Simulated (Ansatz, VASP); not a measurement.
**One calculation of ZnSe, two programs**

File INCAR:

```
ALGO = Normal ; EDIFF = 1E-6
ENCUT = 520 ; GGA = PE
ISIF = 2 ; ISMEAR = 0
LASPH = T ; LCHARG = F
LREAL = F ; LWAVE = F
NBANDS = 16 ; NELM = 60
PREC = Accurate ; SIGMA = 0.02
```

Contents of KPOINTS:

```
k-points
0
Gamma
  8 8 8
```

POSCAR

```
ZnSe
1.0
    0.0000000000      2.8074155558      2.8074155558
    2.8074155558      0.0000000000      2.8074155558
    2.8074155558      2.8074155558      0.0000000000
Zn Se
1 1
Direct
    0.0000000000      0.0000000000      0.0000000000
    0.2500000000      0.2500000000      0.2500000000
```

Input for Ansatz:

```yaml
crystal:
  lattice:
    - [0.0, 2.8074155606, 2.8074155606]
    - [2.8074155606, 0.0, 2.8074155606]
    - [2.8074155606, 2.8074155606, 0.0]
  atoms:
    - { symbol: Zn, position: [0.0, 0.0, 0.0] }
    - { symbol: Se, position: [0.25, 0.25, 0.25] }
basis:
  ecutwfc: 420
kpoints:
  mp_grid: { grid: [8, 8, 8] }
hamiltonian:
  xc: pbe
scf:
  occupations: { method: gaussian, width: 0.02 }
output:
  forces: true
  stress: true
  eigenvalues: true
```

Alike in both runs: task single point; functional PBE; k mesh 8 × 8 × 8; occupations gaussian, width 0.02 eV; no spin polarisation.

|  | VASP | Ansatz |
| --- | --- | --- |
| version | VASP 6.6.1 | Ansatz 0.2.0 |
| potentials or method | VASP PAW PBE potentials, release 64 (Zn, Se), cutoff 520 eV | scalar-relativistic, plane waves, PAW |
| valence electrons in the cell | 18 | 28 |

```tsv
	VASP	Ansatz	Ansatz less VASP
gap on the k mesh at the Fermi level (eV)	1.40	1.40	-0.003
least direct gap on the mesh (eV)	1.40	1.40	-0.003
pressure (GPa)	4.3	4.1	-0.26
```

With one functional, cell and mesh, what is left measures potentials, basis and numerics. VASP's potentials hold 18 valence electrons a cell and Ansatz's 28, so a difference there can come from the potentials and not from the codes.
